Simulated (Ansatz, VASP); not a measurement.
One calculation of Au, two programs

```xyz
2
Lattice="2.8565 0.0000 0.0000 -1.4282 2.4738 0.0000 0.0000 0.0000 4.9532" Properties=species:S:1:pos:R:3 pbc="T T T"
Au    0.0000    1.6492    3.7149
Au    1.4282    0.8246    1.2383
```

Change from the starting cell: strain -0.015 along x and y, +0.015 along z, atoms carried along.

Alike in both runs: task single point; functional PBEsol; k mesh 18 × 18 × 10; occupations gaussian, width 0.15 eV; no spin polarisation.

```csv
,VASP,Ansatz
version,VASP 6.6.1,Ansatz 0.2.0
potentials or method,"VASP PAW PBE potentials, release 64 (Au), cutoff 520 eV","scalar-relativistic, plane waves, PAW"
valence electrons in the cell,22,38
```

|  | VASP | Ansatz | Ansatz less VASP |
| --- | --- | --- | --- |
| gap on the k mesh at the Fermi level (eV) | none | none | - |
| pressure (GPa) | -4.1 | -3.9 | +0.18 |
| traceless stress, the component that is largest in VASP (GPa) | -1.31 | -1.29 | +0.017 |

VASP's potentials were made for PBE, not for PBEsol. A gap of «none» marks a metal or a gap that the smearing closes. VASP's potentials hold 22 valence electrons a cell and Ansatz's 38, so a difference there can come from the potentials and not from the codes.

Spin-orbit coupling is off throughout.
